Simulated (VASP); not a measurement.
Write the native input for VASP 6.6.1 that does the following.

```
Task                   : single point
Functional             : LDA
Potentials or basis    : VASP PAW LDA potentials, release 64 (Be)
Cutoff                 : 600 eV
k mesh                 : 21 × 21 × 21
Occupations            : fermi-dirac, width 0.1 eV
Spin                   : no spin polarisation
Dipole correction      : no
Further INCAR settings : ALGO = Normal; EDIFF = 1e-06; NBANDS = 7
```

The structure of Be lies in POSCAR:

```
Be
1.0
    1.9879060893      0.0000000000      0.0000000000
    0.0000000000      1.9879060893      0.0000000000
    0.0000000000      0.0000000000      1.9879060893
Be
1
Direct
    0.0000000000      0.0000000000      0.0000000000
```

This isn't the form of Be at room conditions, which is hcp.

One way to write it, as run:

INCAR

```
SYSTEM = Be
PREC = Accurate
ENCUT = 600
EDIFF = 1E-6
ISMEAR = -1
SIGMA = 0.1
LREAL = .False.
LASPH = .True.
NELM = 120
ALGO = Normal
ISIF = 2
LWAVE = .False.
LCHARG = .False.
GGA = CA
NBANDS = 7
GGA_COMPAT = .False.
```

KPOINTS

```
Automatic mesh
0
Gamma
  21 21 21
  0 0 0
```

Potentials or basis: VASP PAW LDA potentials, release 64 (Be).

Launch:

```sh
$ cat potpaw_LDA.64/Be/POTCAR > POTCAR
$ mpirun -np 1 vasp_std > vasp.out
```

It gave:

| Quantity | Value |
| --- | --- |
| Pressure | 26.5 GPa |
| Band gap on the k mesh | zero (bands 1 and 2 overlap by 7.14 eV) |

Caveat: the cell stands under pressure.

Wall time 5.5 s on 1 thread of Intel Xeon 8259CL, on a shared host, peak memory 0.12 GiB.
